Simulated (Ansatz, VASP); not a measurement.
One calculation of KF, two programs

The input POSCAR:

```
KF
1.0
    0.0000000000      2.6601325000      2.6735000000
    2.6601325000      0.0000000000      2.6735000000
    2.6601325000      2.6601325000      0.0000000000
K F
1 1
Direct
    0.0000000000      0.0000000000      0.0000000000
    0.5000000000      0.5000000000      0.5000000000
```

Contents of INCAR.step1:

```
ALGO = Normal ; EDIFF = 1E-4
ENCUT = 520 ; GGA = PE
ISMEAR = 0 ; LASPH = True
LCHARG = False ; LREAL = False
LWAVE = True ; NBANDS = 15
NELM = 80 ; PREC = Accurate
SIGMA = 0.05
```

File INCAR.step2:

```
ALGO = Normal ; EDIFF = 1E-7
ENCUT = 520 ; ISIF = 2
ISMEAR = 0 ; ISTART = 1
LASPH = True ; LCHARG = True
LELF = True ; LMIXTAU = True
LREAL = False ; LVHAR = True
LWAVE = False ; METAGGA = R2SCAN
NBANDS = 15 ; NELM = 80
PREC = Accurate ; SIGMA = 0.05
```

The input KPOINTS:

```
k-points
0
Gamma
  8 8 8
```

Input for Ansatz:

```yaml
crystal:
  lattice:
    - [0.0, 2.6601325, 2.6735]
    - [2.6601325, 0.0, 2.6735]
    - [2.6601325, 2.6601325, 0.0]
  atoms:
    - { symbol: K, position: [0.0, 0.0, 0.0] }
    - { symbol: F, position: [0.5, 0.5, 0.5] }
basis:
  ecutwfc: 500
kpoints:
  mp_grid: { grid: [8, 8, 8] }
hamiltonian:
  xc: r2scan
scf:
  occupations: { method: gaussian, width: 0.05 }
output:
  forces: true
  stress: true
  eigenvalues: true
```

Change from the starting cell: strain -0.0050 x Voigt [1, 1, 0, 0, 0, 0], atoms carried along.

Alike in both runs: task single point; functional r2SCAN; k mesh 8 × 8 × 8; occupations gaussian, width 0.05 eV; no spin polarisation.

|  | VASP | Ansatz |
| --- | --- | --- |
| version | VASP 6.6.1 | Ansatz 0.2.0 |
| potentials or method | VASP PAW PBE potentials, release 64 (K_sv, F), cutoff 520 eV | scalar-relativistic, plane waves, PAW |
| valence electrons in the cell | 16 | 16 |

VASP gave:

```
gap on the k mesh at the Fermi level (eV)                     : 6.87
least direct gap on the mesh (eV)                             : 6.87
pressure (GPa)                                                : -0.3
traceless stress, the component that is largest in VASP (GPa) : -0.21
```

Q: Estimate Ansatz's values.

A: gap on the k mesh at the Fermi level (eV): 6.87; least direct gap on the mesh (eV): 6.87; pressure (GPa): -0.2; traceless stress, the component that is largest in VASP (GPa): -0.20.

VASP's potentials were made for PBE, not for r2SCAN. With one functional, cell and mesh, what is left measures potentials, basis and numerics.
